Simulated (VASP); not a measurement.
Set up this calculation in VASP 6.6.1, as the native input.

| Item | Value |
| --- | --- |
| Task | relaxation of shape and atoms at fixed volume |
| Functional | r2SCAN |
| Potentials or basis | VASP PAW PBE potentials, release 64 (Si) |
| Cutoff | 600 eV |
| k mesh | 12 × 12 × 6 |
| Occupations | gaussian, width 0.02 eV |
| Spin | no spin polarisation |
| Dipole correction | no |
| Further INCAR settings | ALGO = Normal; EDIFF = 1e-07; IBRION = 2; EDIFFG = -0.01; NSW = 50; ISIF = 4 |

Si:

```xyz
4
Lattice="3.9088 0.0000 0.0000 -1.9544 3.3851 0.0000 0.0000 0.0000 6.4606" Properties=species:S:1:pos:R:3 pbc="T T T"
Si    0.0000    2.2567    0.4063
Si    1.9544    1.1284    3.6366
Si    0.0000    2.2567    2.8240
Si    1.9544    1.1284    6.0543
```

This isn't the form of Si at room conditions, which is diamond.

These files were run (other wordings do the same):

POSCAR

```
Si
1.0
    3.9087656789      0.0000000000      0.0000000000
   -1.9543828395      3.3850903754      0.0000000000
    0.0000000000      0.0000000000      6.4605683572
Si
4
Direct
    0.3333333333      0.6666666667      0.0628884887
    0.6666666667      0.3333333333      0.5628884887
    0.3333333333      0.6666666667      0.4371115113
    0.6666666667      0.3333333333      0.9371115113
```

INCAR.step1

```
SYSTEM = Si
ALGO     = Normal         ! electronic algorithm
EDIFF    = 1E-4           ! SCF threshold, eV
ENCUT    = 600            ! plane-wave cutoff, eV
GGA      = PE             ! functional
ISMEAR   = 0              ! smearing method
LASPH    = .True.         ! aspherical terms in the spheres
LCHARG   = .False.        ! write CHGCAR
LREAL    = .False.        ! projectors in reciprocal space
LWAVE    = .True.         ! write WAVECAR
NELM     = 100            ! most SCF steps
PREC     = Accurate       ! precision mode
SIGMA    = 0.02           ! smearing width, eV
```

INCAR.step2

```
SYSTEM = Si
ALGO     = Normal         ! electronic algorithm
EDIFF    = 1E-7           ! SCF threshold, eV
EDIFFG   = -0.01          ! ionic threshold
ENCUT    = 600            ! plane-wave cutoff, eV
IBRION   = 2              ! ionic algorithm
ISIF     = 4              ! what is computed and relaxed
ISMEAR   = 0              ! smearing method
ISTART   = 1            
LASPH    = .True.         ! aspherical terms in the spheres
LCHARG   = .False.        ! write CHGCAR
LMIXTAU  = .True.       
LREAL    = .False.        ! projectors in reciprocal space
LWAVE    = .False.        ! write WAVECAR
METAGGA  = R2SCAN         ! meta-GGA
NELM     = 100            ! most SCF steps
NSW      = 50             ! ionic steps
PREC     = Accurate       ! precision mode
SIGMA    = 0.02           ! smearing width, eV
```

KPOINTS

```
k-points
0
Gamma
  12 12 6
  0 0 0
```

Potentials or basis: VASP PAW PBE potentials, release 64 (Si).

Run with:

```bash
$ cat potpaw_PBE.64/Si/POTCAR > POTCAR
$ cp INCAR.step1 INCAR
$ mpirun -np 1 vasp_std > vasp.out
$ cp INCAR.step2 INCAR
$ mpirun -np 1 vasp_std > vasp.out
```

It gave:

The pressure after relaxing is -5.2 GPa, the largest force after relaxing is 0.007 eV/Å and the band gap on the k mesh is 0.73 eV (least direct gap 1.20 eV).

Caveat: the relaxation stopped at its first step, so nothing moved; semilocal functionals underestimate gaps, and a narrow one can read as zero; the PAW data sets were made with another functional, which shifts forces and pressure a little.

It took 4.1 min on 1 thread of AMD EPYC 9R45 96-Core Processor (Zen 5), on a shared host, peak memory 0.23 GiB.
